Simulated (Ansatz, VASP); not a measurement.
# ZnInGaO4: VASP beside Ansatz

INCAR

```
ALGO = Normal
EDIFF = 1E-6
ENCUT = 520
GGA = PE
ISIF = 2
ISMEAR = 0
LASPH = True
LCHARG = False
LREAL = False
LWAVE = False
NBANDS = 40
NELM = 60
PREC = Accurate
SIGMA = 0.01
```

Contents of KPOINTS:

```
k-points
0
Gamma
  8 8 8
```

POSCAR

```
ZnInGaO4
1.0
    1.6947056578      0.9784387677      8.7899127504
   -1.6947056578      0.9784387677      8.7899127504
    0.0000000000     -1.9568775354      8.7899127504
Zn In Ga O
1 1 1 4
Direct
    0.2188059244      0.2188059244      0.2188059244
    0.0030772526      0.0030772526      0.0030772526
    0.7870525332      0.7870525332      0.7870525332
    0.2952718308      0.2952718308      0.2952718308
    0.7112323353      0.7112323353      0.7112323353
    0.1210345444      0.1210345444      0.1210345444
    0.8635265792      0.8635265792      0.8635265792
```

Input for Ansatz:

```yaml
crystal:
  lattice:
    - [1.6947056578, 0.9784387677, 8.7899127504]
    - [-1.6947056578, 0.9784387677, 8.7899127504]
    - [0.0, -1.9568775354, 8.7899127504]
  atoms:
    - { symbol: Zn, position: [0.2188059244, 0.2188059244, 0.2188059244] }
    - { symbol: In, position: [0.0030772526, 0.0030772526, 0.0030772526] }
    - { symbol: Ga, position: [0.7870525332, 0.7870525332, 0.7870525332] }
    - { symbol: O, position: [0.2952718308, 0.2952718308, 0.2952718308] }
    - { symbol: O, position: [0.7112323353, 0.7112323353, 0.7112323353] }
    - { symbol: O, position: [0.1210345444, 0.1210345444, 0.1210345444] }
    - { symbol: O, position: [0.8635265792, 0.8635265792, 0.8635265792] }
kpoints:
  mp_grid: { grid: [8, 8, 8] }
hamiltonian:
  xc: pbe
scf:
  occupations: { method: fixed }
  n_extra_bands: 5
output:
  forces: true
  stress: true
  eigenvalues: true
```

Alike in both runs: task single point; functional PBE; k mesh 8 × 8 × 8; no spin polarisation.

|  | VASP | Ansatz |
| --- | --- | --- |
| version | VASP 6.6.1 | Ansatz 0.2.0 |
| potentials or method | VASP PAW PBE potentials, release 64 (Zn, In_d, Ga_d, O) | plane waves, PAW |
| plane-wave cutoff (eV) | 520 | 420 |
| occupations | gaussian, width 0.01 eV | fixed |
| valence electrons in the cell | 62 | 62 |

|  | VASP | Ansatz | Ansatz less VASP |
| --- | --- | --- | --- |
| gap on the k mesh at the Fermi level (eV) | 0.97 | 0.99 | +0.017 |
| pressure (GPa) | -3.8 | -4.3 | -0.58 |
| traceless stress, the component that is largest in VASP (GPa) | 0.08 | 0.06 | -0.018 |
| rms of the force components (eV/Å) | 0.026 | 0.024 | -0.0025 |

Atom by atom the forces differ by 0.004 eV/Å (rms over components).
